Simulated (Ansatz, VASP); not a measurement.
# One calculation of Mg, two programs

Contents of INCAR:

```
  PREC = Accurate
  ENCUT = 520
  EDIFF = 1E-6
  ISMEAR = -1
  SIGMA = 0.08
  LREAL = False
  LASPH = True
  NELM = 100
  ALGO = Normal
  ISIF = 2
  LWAVE = False
  LCHARG = False
  GGA = PE
  NBANDS = 7
```

Contents of KPOINTS:

```
regular mesh
0
Gamma
  16 16 16
```

The input POSCAR:

```
Mg
1.0
    0.0000000000      2.1834942866      2.1834942866
    2.1834942866      0.0000000000      2.1834942866
    2.1834942866      2.1834942866      0.0000000000
Mg
1
Direct
    0.0000000000      0.0000000000      0.0000000000
```

Input for Ansatz:

```yaml
crystal:
  lattice:
    - [0.0, 2.1834942866, 2.1834942866]
    - [2.1834942866, 0.0, 2.1834942866]
    - [2.1834942866, 2.1834942866, 0.0]
  atoms:
    - { symbol: Mg, position: [0.0, 0.0, 0.0] }
kpoints:
  mp_grid: { grid: [16, 16, 16] }
scf:
  occupations: { method: fermi_dirac, width: 0.08 }
hamiltonian:
  xc: pbe
  pseudopotentials: { kind: all_electron, lapw: { basis_error: 0.001 } }
output:
  forces: true
  stress: true
  eigenvalues: true
  populations: true
```

Change from the starting cell: volume scaled by 0.9, LAPW.

Alike in both runs: task single point; functional PBE; k mesh 16 × 16 × 16; occupations fermi-dirac, width 0.08 eV; no spin polarisation.

|  | VASP | Ansatz |
| --- | --- | --- |
| version | VASP 6.6.1 | Ansatz 0.2.0 |
| potentials or method | VASP PAW PBE potentials, release 64 (Mg), cutoff 520 eV | all-electron LAPW, scalar-relativistic |

```csv
,VASP,Ansatz,Ansatz less VASP
pressure (GPa),4.5,4.5,+0.09
```

Ansatz ran all-electron here, and VASP with PAW potentials.
